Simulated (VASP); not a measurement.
NaI, 2 atoms in the cell. It takes space group Fm-3m (No. 225, cubic). The conventional cell has a = 6.361 Å, b = 6.361 Å, c = 6.361 Å, α = 90.00°, β = 90.00°, γ = 90.00°. Within 4.2 Å of Na (site symmetry m-3m) lie 6 I at 3.18 Å. Within 4.2 Å of I (site symmetry m-3m) lie 6 Na at 3.18 Å. 

| Item | Value |
| --- | --- |
| Program | VASP 6.6.1 |
| Task | single point |
| Functional | PBEsol |
| Dispersion | D3(BJ) |
| Potentials or basis | VASP PAW PBE potentials, release 64 (Na_pv, I) |
| Cutoff | 520 eV |
| k mesh | 6 × 6 × 6 |
| Occupations | gaussian, width 0.01 eV |
| Spin | no spin polarisation |
| Dipole correction | no |
| Further INCAR settings | ALGO = Normal; EDIFF = 1e-06; NBANDS = 14 |

Potentials or basis: VASP PAW PBE potentials, release 64 (Na_pv, I).

The run is started by

```sh
$ cat potpaw_PBE.64/Na_pv/POTCAR potpaw_PBE.64/I/POTCAR > POTCAR
$ mpirun -np 1 vasp_std > vasp.out
```

Hardware: 1 thread of AMD EPYC 9R14 (Zen 4), on a shared host.

**Question.** Estimate the wall time of this run.

**Answer.** Run time: 12 s on 1 thread of AMD EPYC 9R14 (Zen 4), on a shared host, peak memory 0.18 GiB. Counts: scf iterations 11, k points 16.
